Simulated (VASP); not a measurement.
**NiO: single point with BLYP+D4**

The system is NiO.

```
Ni O
1.0
     0.00000    2.08590    2.08590
     2.08590    0.00000    2.08590
     2.08590    2.08590    0.00000
Ni O
1 1
Direct
  0.00000 0.00000 0.00000
  0.50000 0.50000 0.50000
```

- Program: VASP 6.6.1
- Task: single point
- Functional: BLYP
- Dispersion: D4
- Potentials or basis: VASP PAW PBE potentials, release 64 (Ni_sv_GW, O)
- Cutoff: 700 eV
- k mesh: 11 × 11 × 11
- Occupations: fermi-dirac, width 0.05 eV
- Spin: collinear spin, ferromagnetic start
- Starting moments: [1.0, 0.0] μB
- Dipole correction: no
- Further INCAR settings: ALGO = Normal; EDIFF = 1e-06; NBANDS = 23

```yaml
Pressure: 4.4 GPa
Net_moment: 1.67 μB per cell
Site_moments: Ni +1.38; O +0.25 μB
Valence_electrons_inside_the_program's_atomic_spheres: Ni 16.19; O 5.00
Dispersion_energy_per_atom: -0.595 eV
```

Levels at points of the mesh, in eV from the Fermi level:
Spin up:
| k point | band 10 | band 11 | band 12 | band 13 | band 14 | band 15 | band 16 | band 17 |
| --- | --- | --- | --- | --- | --- | --- | --- | --- |
| (0.00, 0.00, 0.00) | -3.04 | -2.67 | -2.67 | -2.67 | 1.75 | 18.45 | 19.13 | 19.13 |
Spin down:
| k point | band 7 | band 8 | band 9 | band 10 | band 11 | band 12 | band 13 | band 14 | band 15 | band 16 |
| --- | --- | --- | --- | --- | --- | --- | --- | --- | --- | --- |
| (0.00, 0.00, 0.00) | -2.61 | -2.61 | -1.93 | -1.93 | -1.93 | -0.64 | -0.64 | 2.08 | 18.41 | 19.34 |

Run time: 3.5 min on 1 thread of Intel(R) Xeon(R) Platinum 8259CL CPU @ 2.50GHz (Skylake/Cascade Lake) (shared host), peak memory 0.23 GiB.

Caveat: the cell stands under pressure; the PAW data sets were made with another functional, which shifts forces and pressure a little; a cell with one magnetic atom can't hold antiferromagnetic order, which such compounds often take; semilocal functionals often make such compounds metallic where correlation or magnetic order opens a gap, which also shifts bond lengths. With open d or f shells a metallic result of BLYP can be an artefact of self-interaction; +U or a hybrid may open a gap.
